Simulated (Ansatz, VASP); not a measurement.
Two plane-wave programs on TiPbO3

```
Ti Pb O
1.0
     3.96390    0.00000    0.00000
     0.00000    3.96390    0.00000
     0.00000    0.00000    3.96390
Ti Pb O
1 1 3
Direct
  0.50000 0.50000 0.50000
  0.00000 0.00000 0.00000
  0.00000 0.50000 0.50000
  0.50000 0.00000 0.50000
  0.50000 0.50000 0.00000
```

Alike in both runs: task single point; functional pbe exchange, lda correlation; k mesh 2 × 2 × 2; no spin polarisation.

```csv
,VASP,Ansatz
version,VASP 6.6.1,Ansatz 0.2.0
potentials or method,"VASP PAW PBE potentials, release 64 (Ti_sv, Pb_d, O), cutoff 600 eV","plane waves, PAW"
occupations,"gaussian, width 0.01 eV",fixed
valence electrons in the cell,44,44
```

Ansatz gave:

* pressure (GPa): 12.6

Task: Which values does VASP return?

Result: Pressure (GPa): 12.8.

VASP's potentials were made for PBE, not for pbe exchange, lda correlation. Ansatz's warnings: stress scf threshold loose.

The k mesh is coarse, so the values compare programs but aren't converged. Neither program's run includes spin-orbit coupling.
